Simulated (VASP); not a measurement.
A run of VASP 6.6.1:

The input INCAR:

```
SYSTEM = Al3GaAs4
  PREC = Accurate
  ENCUT = 520
  EDIFF = 1E-6
  ISMEAR = 0
  SIGMA = 0.1
  LREAL = .FALSE.
  LASPH = .TRUE.
  NELM = 100
  ALGO = Normal
  ISIF = 2
  LWAVE = .FALSE.
  LCHARG = .FALSE.
  GGA = PE
  NBANDS = 31
```

The input KPOINTS:

```
Automatic mesh
0
G
  4 4 4
  0 0 0
```

Contents of POSCAR:

```
Al3GaAs4
1.0
    5.7297041707      0.0000000000      0.0000000000
    0.0000000000      5.7297041707      0.0000000000
    0.0000000000      0.0000000000      5.7297041707
Al Ga As
3 1 4
Direct
    0.0000000000      0.5000000000      0.5000000000
    0.5000000000      0.0000000000      0.5000000000
    0.5000000000      0.5000000000      0.0000000000
    0.0000000000      0.0000000000      0.0000000000
    0.2508810230      0.2508810230      0.7491189770
    0.2508810230      0.7491189770      0.2508810230
    0.7491189770      0.2508810230      0.2508810230
    0.7491189770      0.7491189770      0.7491189770
```

Potentials or basis: VASP PAW PBE potentials, release 64 (Al, Ga_d, As).

The run is started by

```sh
$ cat potpaw_PBE.64/Al/POTCAR potpaw_PBE.64/Ga_d/POTCAR potpaw_PBE.64/As/POTCAR > POTCAR
$ mpirun -np 1 vasp_std > vasp.out
```

Hardware: 1 thread of Intel Xeon 8259CL, on a shared host.

**Question.** How long does it take, and how much memory?

**Answer.** Wall time 2.4 min on 1 thread of Intel Xeon 8259CL (shared host), peak memory 0.36 GiB. Counts: scf iterations 14, k points 10.
